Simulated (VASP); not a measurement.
# Cd (P6_3/mmc) in VASP: notebook

Cd is run at these levels: PBEsol; tasks: electric field gradients.

All numbers are computed with VASP 6.6.1; they aren't measurements. Logs are shortened: lines on timing, memory, paths and dates and some standing lists are left out, and cuts for length are marked.

## 1. The cell of the first run

It takes space group P6_3/mmc (No. 194, hexagonal). The conventional cell has a = 2.899 Å, b = 2.899 Å, c = 5.767 Å, α = 90.00°, β = 90.00°, γ = 120.00°. Cd (site symmetry -6m2) has 12 Cd at 2.90 to 3.33 Å within 3.8 Å.

## 2. Electric field gradients, PBEsol (20.98 Å³/atom)

INCAR reads:

```
SYSTEM = Cd
  ALGO = Normal
  EDIFF = 1E-8
  ENCUT = 520
  GGA = PS
  ISIF = 2
  ISMEAR = -1
  LASPH = .True.
  LCHARG = .False.
  LEFG = .True.
  LREAL = .False.
  LWAVE = .False.
  NBANDS = 19
  NELM = 80
  PREC = Accurate
  SIGMA = 0.03
```

KPOINTS reads:

```
k-points
0
Gamma
  14 14 6
  0 0 0
```

POSCAR reads:

```
Cd
1.0
    2.8985945899      0.0000000000      0.0000000000
   -1.4492972950      2.5102565501      0.0000000000
    0.0000000000      0.0000000000      5.7667953561
Cd
2
Direct
    0.3333333333      0.6666666667      0.2500000000
    0.6666666667      0.3333333333      0.7500000000
```

Potentials or basis: VASP PAW PBE potentials, release 64 (Cd).

Launch:

```
$ cat potpaw_PBE.64/Cd/POTCAR > POTCAR
$ mpirun -np 1 vasp_std > vasp.out
```

OUTCAR:

```text
SYSTEM = Cd
   EDIFF = 1E-8
   ENCUT = 520
   GGA = PS
   ISIF = 2
   ISMEAR = -1
   LASPH = .True.
   LREAL = .False.
   NELM = 80
   PREC = Accurate

 ion  position               nearest neighbor table
   1  0.333  0.667  0.250-   2 3.33   2 3.33   2 3.33   2 3.33   2 3.33   2 3.33
   2  0.667  0.333  0.750-   1 3.33   1 3.33   1 3.33   1 3.33   1 3.33   1 3.33

  LATTYP: Found a hexagonal cell.
 ALAT       =     2.8985945899
 C/A-ratio  =     1.9895142895

  Lattice vectors:

 A1 = (   2.8985945899,   0.0000000000,   0.0000000000)
 A2 = (  -1.4492972950,   2.5102565501,   0.0000000000)
 A3 = (   0.0000000000,   0.0000000000,   5.7667953561)

Analysis of symmetry for initial positions (statically):
=====================================================================
 Subroutine PRICEL returns:
 Original cell was already a primitive cell.

 Routine SETGRP: Setting up the symmetry group for a
 hexagonal supercell.

 Subroutine GETGRP returns: Found 24 space group operations
 (whereof 12 operations were pure point group operations)
 out of a pool of 24 trial point group operations.

The static configuration has the point symmetry D_3d.
 The point group associated with its full space group is D_6h.

Analysis of symmetry for dynamics (positions and initial velocities):
=====================================================================
 Subroutine PRICEL returns:
 Original cell was already a primitive cell.

 Routine SETGRP: Setting up the symmetry group for a
 hexagonal supercell.

 Subroutine GETGRP returns: Found 24 space group operations
 (whereof 12 operations were pure point group operations)
 out of a pool of 24 trial point group operations.

The dynamic configuration has the point symmetry D_3d.
 The point group associated with its full space group is D_6h.

 Subroutine INISYM returns: Found 24 space group operations
 (whereof 12 operations are pure point group operations),
 and found     1 'primitive' translations

----------------------------------------------------------------------------------------

                                     Primitive cell

  volume of cell :      41.9604

  direct lattice vectors                    reciprocal lattice vectors
     2.898594590  0.000000000  0.000000000     0.344994779  0.199182829  0.000000000
    -1.449297295  2.510256550  0.000000000     0.000000000  0.398365657  0.000000000
     0.000000000  0.000000000  5.766795356     0.000000000  0.000000000  0.173406535

  length of vectors
     2.898594590  2.898594590  5.766795356     0.398365657  0.398365657  0.173406535

  position of ions in fractional coordinates (direct lattice)
     0.333333333  0.666666667  0.250000000
     0.666666667  0.333333333  0.750000000

  ion indices of the primitive-cell ions
   primitive index   ion index
                 1           1
                 2           2

----------------------------------------------------------------------------------------

 KPOINTS: k-points

Automatic generation of k-mesh.
 Grid dimensions read from file:
 generate k-points for:   14   14    6

 Generating k-lattice:

  Cartesian coordinates                     Fractional coordinates (reciprocal lattice)
     0.024642484  0.014227345  0.000000000     0.071428571  0.000000000  0.000000000
     0.000000000  0.028454690  0.000000000     0.000000000  0.071428571  0.000000000
     0.000000000  0.000000000  0.028901089     0.000000000  0.000000000  0.166666667

  Length of vectors
     0.028454690  0.028454690  0.028901089

  Shift w.r.t. Gamma in fractional coordinates (k-lattice)
     0.000000000  0.000000000  0.000000000

 Subroutine IBZKPT returns following result:
 ===========================================

 Found     96 irreducible k-points:

 Following reciprocal coordinates:
            Coordinates               Weight
  0.000000  0.000000  0.000000      1.000000
  0.071429 -0.000000  0.000000      6.000000
  0.142857 -0.000000  0.000000      6.000000
  0.214286 -0.000000  0.000000      6.000000
  0.285714 -0.000000  0.000000      6.000000
  0.357143 -0.000000  0.000000      6.000000
[... 16 lines left out ...]
  0.285714  0.285714  0.000000      6.000000
  0.357143  0.285714  0.000000      6.000000
 [... further k-points ...]
   k-points           NKPTS =     96   k-points in BZ     NKDIM =     96   number of bands    NBANDS=     19
   number of dos      NEDOS =    301   number of ions     NIONS =      2
   total plane-waves  NPLWV =  27648
   dimension x,y,z NGX =    24 NGY =   24 NGZ =   48
   dimension x,y,z NGXF=    48 NGYF=   48 NGZF=   96
   ions per type =               2
   NGX,Y,Z   is equivalent  to a cutoff of  13.76, 13.76, 13.84 a.u.
   NGXF,Y,Z  is equivalent  to a cutoff of  27.53, 27.53, 27.68 a.u.
 SYSTEM =  Cd
   PREC   = accura    normal or accurate (medium, high low for compatibility)
   ISTART =      0    job   : 0-new  1-cont  2-samecut
   ICHARG =      2    charge: 1-file 2-atom 10-const
   ISPIN  =      1    spin polarized calculation?
   LNONCOLLINEAR =      F non collinear calculations
   LSORBIT =      F    spin-orbit coupling
   LASPH  =      T    aspherical Exc in radial PAW
   ENCUT  =  520.0 eV  38.22 Ry    6.18 a.u.   5.39  5.39 10.72*2*pi/ulx,y,z
   NELM   =     80;   NELMIN=  2; NELMDL= -5     # of ELM steps
   EDIFF  = 0.1E-07   stopping-criterion for ELM
   LREAL  =      F    real-space projection
   EDIFFG = 0.1E-06   stopping-criterion for IOM
   NSW    =      0    number of steps for IOM
   IBRION =     -1    ionic relax: 0-MD 1-quasi-New 2-CG
   NFREE  =      0    steps in history (QN), initial steepest desc. (CG)
   ISIF   =      2    stress and relaxation
   ISYM   =      2    0-nonsym 1-usesym 2-fastsym
   POTIM  = 0.5000    time-step for ionic-motion
   TEBEG  =    0.0;   TEEND  =   0.0 temperature during run
   PSTRESS=    0.0 pullay stress
   NELECT =      24.0000    total number of electrons
   NUPDOWN=      -1.0000    fix difference up-down
   EMIN   =  10.00;   EMAX   =-10.00  energy-range for DOS
   EFERMI =   0.00;   METHOD = LEGACY
   ISMEAR =    -1;   SIGMA  =   0.03  broadening in eV -4-tet -1-fermi 0-gaus
   EFERMI_NEDOS =   21; number of points for ismear=-14 and -15
   IALGO  =     38    algorithm
   IMIX   =      4    mixing-type and parameters
     AMIX     =   0.40;   BMIX     =  1.00
     AMIX_MAG =   1.60;   BMIX_MAG =  1.00
  volume/ion in A,a.u.               =      20.98       141.58
  Fermi-wavevector in a.u.,A,eV,Ry     =   1.358935  2.568014 25.125921  1.846703
  Thomas-Fermi vector in A             =   2.485725
   LORBIT       =      0    0 simple, 1 ext, 2 COOP (PROOUT), +10 PAW based schemes
   GGA     = PS    functional components
   LHFCALC =     F    Hartree Fock is set to
   AEXX    =    0.0000 exact exchange contribution
   IVDW    =     0    specifies the selected vdW correction
   LEPSILON=     F    determine dielectric tensor
   LRPA    =     F    only Hartree local field effects (RPA)
 non-spin polarized calculation
  energy-cutoff  :      520.00
  volume of cell :       41.96
 maximum number of plane-waves:      1162
 NGX is ok and might be reduce to    24
   NGX = 11   NGY = 11   NGZ = 21

 number of electron      24.0000000 magnetization

 Free energy of the ion-electron system (eV)
  ---------------------------------------------------
  ext. energy  EPLUGINS =         0.00000000
  ---------------------------------------------------
  free energy    TOTEN  =        -2.37477698 eV

  energy without entropy =       -2.37274125  energy(sigma->0) =       -2.37375911

 E-fermi :   3.0335     XC(G=0): -11.3464

 val. band max:        3.0272323319   @ k =   0.3571   0.2143   0.3333
 cond. band min:       3.0348833071   @ k =   0.3571   0.2857   0.1667
 fundamental gap:      0.0076509752
 Fermi energy:         3.0335020779

 k-point     1 :       0.0000    0.0000    0.0000
  band No.  band energies     occupation
      1      -7.0823      2.00000
      2      -6.8819      2.00000
      3      -6.3269      2.00000
      4      -6.3269      2.00000
      5      -6.2852      2.00000
      6      -6.2852      2.00000
[... 11 lines left out ...]
     18      19.1146      0.00000
     19      19.2522      0.00000
[... 485 lines left out ...]
 k-point    24 :       0.3571    0.2857    0.0000
  band No.  band energies     occupation
      1      -6.5745      2.00000
      2      -6.4211      2.00000
      3      -6.2884      2.00000
      4      -6.2235      2.00000
      5      -6.2229      2.00000
      6      -6.0553      2.00000
[... 11 lines left out ...]
     18       9.0541      0.00000
     19      11.0966      0.00000

 [... further k-points ...]

------------------------ aborting loop because EDIFF is reached ----------------------------------------

  FORCE on cell =-STRESS in cart. coord.  units (eV):
  Direction    XX          YY          ZZ          XY          YZ          ZX
  --------------------------------------------------------------------------------------
  -------------------------------------------------------------------------------------
  Total        0.6650452      0.6650452      0.0630342     -0.0000000     -0.0000000      0.0000000
  in kB       25.3934452     25.3934452      2.4068381     -0.0000000     -0.0000000      0.0000000
  external PRESSURE =      17.7312428 kB  Pullay stress =       0.0000000 kB

 VOLUME and BASIS-vectors are now :
 -----------------------------------------------------------------------------
  energy-cutoff  :      520.00
  volume of cell :       41.96
      direct lattice vectors                 reciprocal lattice vectors
     2.898594590  0.000000000  0.000000000     0.344994779  0.199182829  0.000000000
    -1.449297295  2.510256550  0.000000000     0.000000000  0.398365657  0.000000000
     0.000000000  0.000000000  5.766795356     0.000000000  0.000000000  0.173406535

 POSITION                                       TOTAL-FORCE (eV/Angst)
 -----------------------------------------------------------------------------------
     -0.00000      1.67350      1.44170         0.000000      0.000000      0.000000
      1.44930      0.83675      4.32510        -0.000000     -0.000000      0.000000
 -----------------------------------------------------------------------------------
    total drift:                               -0.000000      0.000000     -0.000000

  FREE ENERGIE OF THE ION-ELECTRON SYSTEM (eV)
  ---------------------------------------------------
  free  energy   TOTEN  =        -2.3747769837 eV

  energy  without entropy=       -2.3727412455  energy(sigma->0) =       -2.37375911

 Electric field gradients (V/A^2)
---------------------------------------------------------------------
 ion       V_xx      V_yy      V_zz      V_xy      V_xz      V_yz
---------------------------------------------------------------------
   1     -55.495   -55.495   110.990     0.001     0.000    -0.000
   2     -55.495   -55.495   110.990     0.001    -0.000     0.000
---------------------------------------------------------------------

 Electric field gradients after diagonalization (V/A^2)
 (convention: |V_zz| > |V_xx| > |V_yy|)
----------------------------------------------------------------------
 ion       V_xx      V_yy      V_zz     asymmetry (V_yy - V_xx)/ V_zz
----------------------------------------------------------------------
   1     -55.496   -55.494   110.990       0.000
   2     -55.496   -55.494   110.990       0.000
----------------------------------------------------------------------

           NMR quadrupolar parameters

 Cq : quadrupolar parameter    Cq=e*Q*V_zz/h
 eta: asymmetry parameters     (V_yy - V_xx)/ V_zz
 Q  : nuclear electric quadrupole moment in mb (millibarn)
----------------------------------------------------------------------
 ion       Cq(MHz)       eta       Q (mb)
----------------------------------------------------------------------
   1       0.268       0.000       1.000
   2       0.268       0.000       1.000
----------------------------------------------------------------------
```

It took 28 s on 1 thread of Intel Xeon 6975P-C (Granite Rapids), shared host; peak memory 0.2 GiB.

Results:

```
Free energy                             : -2.3748 eV
Pressure                                : 1.8 GPa
Band gap on the k mesh                  : zero (bands 12 and 13 overlap by 5.05 eV)
Largest electric field gradient by atom : Cd +111.0 V/Å²
```

Electric field gradients, principal values (V/Å²):
```tsv
atom	least	middle	greatest (by size)
1 Cd	-55.494	-55.496	110.990
2 Cd	-55.494	-55.496	110.990
```

Caveat: without QUAD_EFG the Cq values of the log hold for a quadrupole moment of 1 mb, not for the nuclei; the PAW data sets were made with another functional, which shifts forces and pressure a little.

(Continued in part 2 of 2.)

The gap in the log of VASP goes by the Fermi energy; the results here count the filled bands.